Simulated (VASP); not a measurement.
Set up this calculation in VASP 6.6.1, as the native input.

```yaml
Task: single point
Functional: PBEsol
Potentials_or_basis: VASP PAW PBE potentials, release 64 (Cu)
Cutoff: 520 eV
k_mesh: 24 × 24 × 24
Occupations: gaussian, width 0.15 eV
Spin: no spin polarisation
Dipole_correction: no
Further_INCAR_settings: ALGO = Fast; EDIFF = 1e-06; NBANDS = 12
```

The structure of Cu lies in POSCAR:

```
Cu
1.0
   -1.5149329860      1.5149329860      1.4448855225
    1.5149329860     -1.5149329860      1.4448855225
    1.5149329860      1.5149329860     -1.4448855225
Cu
1
Direct
    0.0000000000      0.0000000000      0.0000000000
```

This cell differs from its parent crystal: strain +0.050 along x and y, +0.050 along z.

These files were run (other wordings do the same):

INCAR

```
ALGO     = Fast           # electronic algorithm
EDIFF    = 1E-6           # SCF threshold, eV
ENCUT    = 520            # plane-wave cutoff, eV
GGA      = PS             # functional
ISIF     = 2              # what is computed and relaxed
ISMEAR   = 0              # smearing method
LASPH    = T              # aspherical terms in the spheres
LCHARG   = F              # write CHGCAR
LREAL    = F              # projectors in reciprocal space
LWAVE    = F              # write WAVECAR
NBANDS   = 12             # bands
NELM     = 100            # most SCF steps
PREC     = Accurate       # precision mode
SIGMA    = 0.15           # smearing width, eV
```

KPOINTS

```
k-points
0
Gamma
  24 24 24
```

Potentials or basis: VASP PAW PBE potentials, release 64 (Cu).

The run is started by

```console
$ cat potpaw_PBE.64/Cu/POTCAR > POTCAR
$ mpirun -np 1 vasp_std > vasp.out
```

It gave:

| Item | Value |
| --- | --- |
| Pressure | -16.7 GPa |
| Band gap on the k mesh | zero (an odd number of electrons rules out a gap without spin polarisation) |

Caveat: the cell differs from its parent crystal (strain +0.050 along x and y, +0.050 along z); the cell stands under tension; the PAW data sets were made with another functional, which shifts forces and pressure a little.

Wall time 2.2 min on 1 thread of Intel Xeon 8259CL, on a shared host, peak memory 0.27 GiB.
